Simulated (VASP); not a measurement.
# BaIn3P3 (Pm-3m) in VASP: further runs

BaIn3P3 is run at these levels: PBE; tasks: single point, relaxation of cell and atoms.

Program: VASP 6.6.1. These are calculated values, not measurements. Logs are shortened: lines on timing, memory, paths and dates and some standing lists are left out, and cuts for length are marked.

## Step 1: The cell of the first run

Symmetry: Pm-3m, No. 221, cubic system. Conventional cell: a = 6.054 Å, b = 6.054 Å, c = 6.054 Å, α = 90.00°, β = 90.00°, γ = 90.00°. Ba (site symmetry m-3m) has 6 In at 3.03 Å within 4.0 Å. In (site symmetry 4/mmm) has 2 Ba at 3.03 Å and 4 P at 3.03 Å within 4.0 Å. P (site symmetry 4/mmm) has 4 In at 3.03 Å within 4.0 Å.

The cell was generated, and may not be a known phase.

## Step 2: Single point, PBE

The input, INCAR:

```
SYSTEM = BaIn3P3
PREC     = Accurate       ! precision mode
ENCUT    = 520            ! plane-wave cutoff, eV
EDIFF    = 1E-7           ! SCF threshold, eV
ISMEAR   = 0              ! smearing method
SIGMA    = 0.1            ! smearing width, eV
LREAL    = .FALSE.        ! projectors in reciprocal space
LASPH    = .TRUE.         ! aspherical terms in the spheres
NELM     = 100            ! most SCF steps
ALGO     = Normal         ! electronic algorithm
ISIF     = 2              ! what is computed and relaxed
LWAVE    = .FALSE.        ! write WAVECAR
LCHARG   = .FALSE.        ! write CHGCAR
GGA      = PE             ! functional
NBANDS   = 41             ! bands
```

The input, KPOINTS:

```
regular mesh
0
G
  6 6 6
  0 0 0
```

The input, POSCAR:

```
BaIn3P3
1.0
    6.0544511167      0.0000000000      0.0000000000
    0.0000000000      6.0544511167      0.0000000000
    0.0000000000      0.0000000000      6.0544511167
Ba In P
1 3 3
Direct
    0.5000000000      0.5000000000      0.5000000000
    0.5000000000      0.5000000000      0.0000000000
    0.0000000000      0.5000000000      0.5000000000
    0.5000000000      0.0000000000      0.5000000000
    0.5000000000      0.0000000000      0.0000000000
    0.0000000000      0.5000000000      0.0000000000
    0.0000000000      0.0000000000      0.5000000000
```

Potentials or basis: VASP PAW PBE potentials, release 64 (Ba_sv, In_d, P).

Launch:

```
$ cat potpaw_PBE.64/Ba_sv/POTCAR potpaw_PBE.64/In_d/POTCAR potpaw_PBE.64/P/POTCAR > POTCAR
$ mpirun -np 1 vasp_std > vasp.out
```

OUTCAR:

```text
SYSTEM = BaIn3P3
   PREC = Accurate
   ENCUT = 520
   EDIFF = 1E-7
   ISMEAR = 0
   LREAL = .FALSE.
   LASPH = .TRUE.
   NELM = 100
   ISIF = 2
   GGA = PE

 ion  position               nearest neighbor table
   1  0.500  0.500  0.500-   2 3.03   3 3.03   4 3.03   2 3.03   4 3.03   3 3.03
   2  0.500  0.500  0.000-   1 3.03   5 3.03   6 3.03   1 3.03   5 3.03   6 3.03
   3  0.000  0.500  0.500-   1 3.03   6 3.03   7 3.03   6 3.03   7 3.03   1 3.03
   4  0.500  0.000  0.500-   1 3.03   5 3.03   7 3.03   5 3.03   1 3.03   7 3.03
   5  0.500  0.000  0.000-   2 3.03   4 3.03   4 3.03   2 3.03
   6  0.000  0.500  0.000-   2 3.03   3 3.03   3 3.03   2 3.03
   7  0.000  0.000  0.500-   3 3.03   4 3.03   3 3.03   4 3.03

  LATTYP: Found a simple cubic cell.
 ALAT       =     6.0544511167

  Lattice vectors:

 A1 = (   6.0544511167,   0.0000000000,   0.0000000000)
 A2 = (   0.0000000000,   6.0544511167,   0.0000000000)
 A3 = (   0.0000000000,   0.0000000000,   6.0544511167)

Analysis of symmetry for initial positions (statically):
=====================================================================
 Subroutine PRICEL returns:
 Original cell was already a primitive cell.

 Routine SETGRP: Setting up the symmetry group for a
 simple cubic supercell.

 Subroutine GETGRP returns: Found 48 space group operations
 (whereof 48 operations were pure point group operations)
 out of a pool of 48 trial point group operations.

The static configuration has the point symmetry O_h .

Analysis of symmetry for dynamics (positions and initial velocities):
=====================================================================
 Subroutine PRICEL returns:
 Original cell was already a primitive cell.

 Routine SETGRP: Setting up the symmetry group for a
 simple cubic supercell.

 Subroutine GETGRP returns: Found 48 space group operations
 (whereof 48 operations were pure point group operations)
 out of a pool of 48 trial point group operations.

The dynamic configuration has the point symmetry O_h .

 Subroutine INISYM returns: Found 48 space group operations
 (whereof 48 operations are pure point group operations),
 and found     1 'primitive' translations

----------------------------------------------------------------------------------------

                                     Primitive cell

[... 96 lines left out ...]
   LREAL  =      F    real-space projection
   EDIFFG = 0.1E-05   stopping-criterion for IOM
   NSW    =      0    number of steps for IOM
   IBRION =     -1    ionic relax: 0-MD 1-quasi-New 2-CG
   NFREE  =      0    steps in history (QN), initial steepest desc. (CG)
   ISIF   =      2    stress and relaxation
   ISYM   =      2    0-nonsym 1-usesym 2-fastsym
   POTIM  = 0.5000    time-step for ionic-motion
   TEBEG  =    0.0;   TEEND  =   0.0 temperature during run
   PSTRESS=    0.0 pullay stress
   NELECT =      64.0000    total number of electrons
   NUPDOWN=      -1.0000    fix difference up-down
   EMIN   =  10.00;   EMAX   =-10.00  energy-range for DOS
   EFERMI =   0.00;   METHOD = LEGACY
   ISMEAR =     0;   SIGMA  =   0.10  broadening in eV -4-tet -1-fermi 0-gaus
   EFERMI_NEDOS =   21; number of points for ismear=-14 and -15
   IALGO  =     38    algorithm
   IMIX   =      4    mixing-type and parameters
     AMIX     =   0.40;   BMIX     =  1.00
     AMIX_MAG =   1.60;   BMIX_MAG =  1.00
  volume/ion in A,a.u.               =      31.70       213.96
  Fermi-wavevector in a.u.,A,eV,Ry     =   1.081583  2.043896 15.916406  1.169823
  Thomas-Fermi vector in A             =   2.217604
   LORBIT       =      0    0 simple, 1 ext, 2 COOP (PROOUT), +10 PAW based schemes
   GGA     = PE    functional components
   LHFCALC =     F    Hartree Fock is set to
   AEXX    =    0.0000 exact exchange contribution
   IVDW    =     0    specifies the selected vdW correction
   LEPSILON=     F    determine dielectric tensor
   LRPA    =     F    only Hartree local field effects (RPA)
 non-spin polarized calculation
 Gauss-broadening in eV      SIGMA  =   0.10
  energy-cutoff  :      520.00
  volume of cell :      221.93
 maximum number of plane-waves:      6031
 NGX is ok and might be reduce to    48
   NGX = 23   NGY = 23   NGZ = 23

 number of electron      64.0000022 magnetization

 Free energy of the ion-electron system (eV)
  ---------------------------------------------------
  ext. energy  EPLUGINS =         0.00000000
  ---------------------------------------------------
  free energy    TOTEN  =       -19.60585037 eV

  energy without entropy =      -19.55917825  energy(sigma->0) =      -19.58251431

 E-fermi :   3.4397     XC(G=0):  -8.7264

 val. band max:        3.4286026329   @ k =   0.3333   0.0000   0.0000
 cond. band min:       3.4522560598   @ k =   0.5000   0.1667   0.1667
 fundamental gap:      0.0236534269
 Fermi energy:         3.4396804456

 k-point     1 :       0.0000    0.0000    0.0000
  band No.  band energies     occupation
      1     -24.7300      2.00000
      2     -11.1283      2.00000
      3     -11.1283      2.00000
      4     -11.0848      2.00000
      5     -11.0125      2.00000
      6     -11.0125      2.00000
[... 869 lines left out ...]
     40       5.6120      0.00000
     41       6.4954      0.00000

------------------------ aborting loop because EDIFF is reached ----------------------------------------

  FORCE on cell =-STRESS in cart. coord.  units (eV):
  Direction    XX          YY          ZZ          XY          YZ          ZX
  --------------------------------------------------------------------------------------
  -------------------------------------------------------------------------------------
  Total        0.2415907      0.2415907      0.2415907     -0.0000000      0.0000000     -0.0000000
  in kB        1.7440801      1.7440801      1.7440801     -0.0000000      0.0000000     -0.0000000
  external PRESSURE =       1.7440801 kB  Pullay stress =       0.0000000 kB

 VOLUME and BASIS-vectors are now :
 -----------------------------------------------------------------------------
  energy-cutoff  :      520.00
  volume of cell :      221.93
      direct lattice vectors                 reciprocal lattice vectors
     6.054451117  0.000000000  0.000000000     0.165167739  0.000000000  0.000000000
     0.000000000  6.054451117  0.000000000     0.000000000  0.165167739  0.000000000
     0.000000000  0.000000000  6.054451117     0.000000000  0.000000000  0.165167739

 POSITION                                       TOTAL-FORCE (eV/Angst)
 -----------------------------------------------------------------------------------
      3.02723      3.02723      3.02723         0.000000      0.000000      0.000000
      3.02723      3.02723      0.00000         0.000000      0.000000      0.000000
      0.00000      3.02723      3.02723         0.000000      0.000000      0.000000
      3.02723      0.00000      3.02723         0.000000      0.000000      0.000000
      3.02723      0.00000      0.00000         0.000000      0.000000      0.000000
      0.00000      3.02723      0.00000         0.000000      0.000000      0.000000
      0.00000      0.00000      3.02723         0.000000      0.000000      0.000000
 -----------------------------------------------------------------------------------
    total drift:                                0.000000      0.000000     -0.000000

  FREE ENERGIE OF THE ION-ELECTRON SYSTEM (eV)
  ---------------------------------------------------
  free  energy   TOTEN  =       -19.6058503701 eV

  energy  without entropy=      -19.5591782465  energy(sigma->0) =      -19.58251431
```

stdout:

```text
POSCAR found type information on POSCAR BaInP
 POSCAR found :  3 types and       7 ions
 scaLAPACK will be used
 LDA part: xc-table for (Slater+PW92), standard interpolation
 POSCAR, INCAR and KPOINTS ok, starting setup
 FFT: planning ... GRIDC
 FFT: planning ... GRID_SOFT
 FFT: planning ... GRID
 WAVECAR not read
 entering main loop
```

It took 2.2 min on 1 thread of AMD EPYC 9R45 (Zen 5), shared host; peak memory 0.39 GiB.

Results:

```yaml
Free_energy: -19.6059 eV
Pressure: 0.2 GPa
Band_gap_on_the_k_mesh: zero (bands 32 and 33 overlap by 0.41 eV)
```

Levels at points of the mesh, in eV from the Fermi level:
| k point | band 28 | band 29 | band 30 | band 31 | band 32 | band 33 | band 34 | band 35 | band 36 | band 37 |
| --- | --- | --- | --- | --- | --- | --- | --- | --- | --- | --- |
| (0.00, 0.00, 0.00) | -2.79 | -1.91 | -1.91 | -1.91 | 0.11 | 0.11 | 0.11 | 1.96 | 1.96 | 1.96 |
| (0.50, 0.00, 0.00) | -2.27 | -2.27 | -0.70 | -0.70 | -0.09 | -0.09 | 0.86 | 1.44 | 2.07 | 2.85 |
| (0.50, 0.50, 0.00) | -1.35 | -0.84 | -0.75 | -0.48 | 0.28 | 0.78 | 1.10 | 1.10 | 1.15 | 1.73 |
| (0.50, 0.50, 0.50) | -0.21 | -0.21 | -0.21 | -0.09 | -0.09 | 0.46 | 0.46 | 0.70 | 0.70 | 0.70 |

Caveat: spin-orbit coupling is left out, which moves the levels of the heavy elements.

## Step 3: Relaxation of cell and atoms, PBE

This run uses another cell than the first one, of 31.42 Å³/atom.

The input, INCAR:

```
PREC = Accurate ; ENCUT = 600
EDIFF = 1E-6 ; ISMEAR = 0
SIGMA = 0.1 ; LREAL = F
LASPH = T ; NELM = 100
ALGO = Normal ; ISIF = 3
LWAVE = F ; LCHARG = F
GGA = PE ; IBRION = 2
NSW = 100 ; EDIFFG = -0.01
```

The input, KPOINTS:

```
Automatic mesh
0
Gamma
  6 6 6
```

POSCAR: that of step 2 with these lines changed.

```diff
@@ -2,5 +2,5 @@
 1.0
-    6.0544511167      0.0000000000      0.0000000000
-    0.0000000000      6.0544511167      0.0000000000
-    0.0000000000      0.0000000000      6.0544511167
+    6.0361518595      0.0000000000      0.0000000000
+    0.0000000000      6.0361518595      0.0000000000
+    0.0000000000      0.0000000000      6.0361518595
 Ba In P
```

Potentials or basis: VASP PAW PBE potentials, release 64 (Ba_sv, In_d, P).

Launch:

```
$ cat potpaw_PBE.64/Ba_sv/POTCAR potpaw_PBE.64/In_d/POTCAR potpaw_PBE.64/P/POTCAR > POTCAR
$ mpirun -np 1 vasp_std > vasp.out
```

Wall time 4.2 min (1 thread of AMD EPYC 9R45 (Zen 5), shared host); peak memory 0.43 GiB.

Results (log left out):

| Property | Result |
| --- | --- |
| Free energy | -19.6069 eV |
| Relaxed volume | 31.95 Å³/atom |
| Relaxed cell | a = 6.070 Å, b = 6.070 Å, c = 6.070 Å, α = 90.00°, β = 90.00°, γ = 90.00° |
| Space group after relaxing (to 0.1 Å) | Pm-3m (No. 221) |
| Energy gained by relaxing | 0.7 meV/atom |
| Ionic steps | 3 |
| Pressure after relaxing | 0.0 GPa |
| Band gap on the k mesh | zero (bands 32 and 33 overlap by 0.41 eV) |

Step by step:
| step | energy change (eV) | largest force (eV/Å) | pressure (GPa) | volume (Å³) |
| --- | --- | --- | --- | --- |
| 1 | 0.0000 | 0.0000 | 0.46 | 219.93 |
| 2 | -0.0048 | 0.0000 | 0.09 | 222.82 |
| 3 | -0.0050 | 0.0000 | -0.02 | 223.66 |

Final structure:
```
CELL_PARAMETERS angstrom
6.07006 0.00000 0.00000
0.00000 6.07006 0.00000
0.00000 0.00000 6.07006
ATOMIC_POSITIONS crystal
Ba 0.50000 0.50000 0.50000
In 0.50000 0.50000 0.00000
In 0.00000 0.50000 0.50000
In 0.50000 0.00000 0.50000
P 0.50000 0.00000 0.00000
P 0.00000 0.50000 0.00000
P 0.00000 0.00000 0.50000
```

Levels at points of the mesh, in eV from the Fermi level:
| k point | band 28 | band 29 | band 30 | band 31 | band 32 | band 33 | band 34 | band 35 | band 36 | band 37 |
| --- | --- | --- | --- | --- | --- | --- | --- | --- | --- | --- |
| (0.00, 0.00, 0.00) | -2.77 | -1.89 | -1.89 | -1.89 | 0.11 | 0.11 | 0.11 | 1.97 | 1.97 | 1.97 |
| (0.50, 0.00, 0.00) | -2.25 | -2.25 | -0.69 | -0.69 | -0.09 | -0.09 | 0.85 | 1.42 | 2.07 | 2.83 |
| (0.50, 0.50, 0.00) | -1.33 | -0.83 | -0.74 | -0.47 | 0.28 | 0.78 | 1.08 | 1.08 | 1.15 | 1.71 |
| (0.50, 0.50, 0.50) | -0.21 | -0.21 | -0.21 | -0.08 | -0.08 | 0.45 | 0.45 | 0.70 | 0.70 | 0.70 |

Caveat: spin-orbit coupling is left out, which moves the levels of the heavy elements.

## Step 4: Single point, PBE

The input, INCAR:

```
SYSTEM = BaIn3P3
ALGO = Normal ; EDIFF = 1E-6
ENCUT = 520 ; GGA = PE
ISIF = 2 ; ISMEAR = 0
LASPH = .True. ; LCHARG = .False.
LREAL = .False. ; LWAVE = .False.
NBANDS = 41 ; NELM = 100
PREC = Accurate ; SIGMA = 0.1
```

The input, KPOINTS:

```
k-points
0
Gamma
  6 6 6
  0 0 0
```

POSCAR: that of step 3 with these lines changed.

```diff
@@ -2,5 +2,5 @@
 1.0
-    6.0361518595      0.0000000000      0.0000000000
-    0.0000000000      6.0361518595      0.0000000000
-    0.0000000000      0.0000000000      6.0361518595
+    6.0544511167      0.0000000000      0.0000000000
+    0.0000000000      6.0544511167      0.0000000000
+    0.0000000000      0.0000000000      6.0544511167
 Ba In P
```

Launch:

```
$ cat potpaw_PBE.64/Ba_sv/POTCAR potpaw_PBE.64/In_d/POTCAR potpaw_PBE.64/P/POTCAR > POTCAR
$ mpirun -np 1 vasp_std > vasp.out
```

It took 1.7 min on 1 thread of AMD EPYC 9R45 (Zen 5), shared host; peak memory 0.39 GiB.

The run converged. Its results:

- Free energy: -19.6059 eV
- Pressure: 0.2 GPa
- Band gap on the k mesh: zero (bands 32 and 33 overlap by 0.41 eV)

Levels at points of the mesh, in eV from the Fermi level:
```tsv
k point	band 29	band 30	band 31	band 32	band 33	band 34	band 35	band 36
(0.00, 0.00, 0.00)	-1.91	-1.91	-1.91	0.11	0.11	0.11	1.96	1.96
(0.50, 0.00, 0.00)	-2.27	-0.70	-0.70	-0.09	-0.09	0.86	1.44	2.07
(0.50, 0.50, 0.00)	-0.84	-0.75	-0.48	0.28	0.78	1.10	1.10	1.15
(0.50, 0.50, 0.50)	-0.21	-0.21	-0.09	-0.09	0.46	0.46	0.70	0.70
```

Caveat: spin-orbit coupling is left out, which moves the levels of the heavy elements.

The gap in the log of VASP goes by the Fermi energy; the results here count the filled bands.